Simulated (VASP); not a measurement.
Runs of VASP 6.6.1 on NaH. The structure is that of space group Fm-3m (No. 225), or close to it. The cells are those of the table. 

```csv
cell,gap on the mesh (eV),pressure (GPa)
"a = 3.274 Å, angles 60.0°, 2 atoms",(a),3.7
"a = 3.500 Å, angles 60.0°, 2 atoms",(c),-1.5
"a = 3.446 Å, angles 60.0°, 2 atoms",(b),-0.6
"a = 3.333 Å, angles 60.0°, 2 atoms",3.94,1.9
```

Alike in all rows: task single point; level PBE; potentials or basis VASP PAW PBE potentials, release 64 (Na_pv, H); no spin polarisation; k mesh 6 × 6 × 6; cutoff (eV) 500; smearing gaussian 0.01 eV.

**Question.** Estimate the missing entries.

**Answer.** (a) 4.04; (b) 3.76; (c) 3.68.

A k mesh can miss the band edges.
